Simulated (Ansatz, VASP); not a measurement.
Si: VASP beside Ansatz

```
CELL_PARAMETERS angstrom
0.00000 2.72212 2.72212
2.72212 0.00000 2.72212
2.72212 2.72212 0.00000
ATOMIC_POSITIONS crystal
Si 0.00000 0.00000 0.00000
Si 0.25000 0.25000 0.25000
```

Alike in both runs: functional r2SCAN; k mesh 10 × 10 × 10; occupations gaussian, width 0.02 eV; no spin polarisation.

Ansatz relaxed the structure, and its values are those at the end. VASP's run is a single point on that final structure, the one shown.

|  | VASP | Ansatz |
| --- | --- | --- |
| version | VASP 6.6.1 | Ansatz 0.2.0 |
| potentials or method | VASP PAW PBE potentials, release 64 (Si), cutoff 550 eV | scalar-relativistic, plane waves, PAW |
| valence electrons in the cell | 8 | 8 |

```csv
,VASP,Ansatz,Ansatz less VASP
gap on the k mesh at the Fermi level (eV),0.79,0.78,-0.015
least direct gap on the mesh (eV),2.76,2.74,-0.016
pressure (GPa),-0.2,0.0,+0.24
```

VASP's potentials were made for PBE, not for r2SCAN.
